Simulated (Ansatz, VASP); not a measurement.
One calculation of BP, two programs

```
B P
1.0
     2.71591    0.00000    0.00000
     0.00000    2.71591    0.00000
     0.00000    0.00000    2.71591
B P
1 1
Direct
  0.00000 0.00000 0.00000
  0.50000 0.50000 0.50000
```

Alike in both runs: functional PBE; k mesh 15 × 15 × 15; occupations fermi-dirac, width 0.1 eV; no spin polarisation.

Ansatz relaxed the structure, and its values are those at the end. VASP's run is a single point on that final structure, the one shown.

|  | VASP | Ansatz |
| --- | --- | --- |
| version | VASP 6.6.1 | Ansatz 0.2.0 |
| potentials or method | VASP PAW PBE potentials, release 64 (B, P) | PAW with Ansatz's default frozen-core files, scalar-relativistic |
| plane-wave cutoff (eV) | 520 | 420 |
| valence electrons in the cell | 8 | 8 |

VASP gave:

| Item | Value |
| --- | --- |
| pressure (GPa) | -0.2 |

Task: What did Ansatz give for the same quantities?

Result: Pressure (GPa): 0.0.

The functional is the same, so the differences come from potentials, cutoffs and numerics.
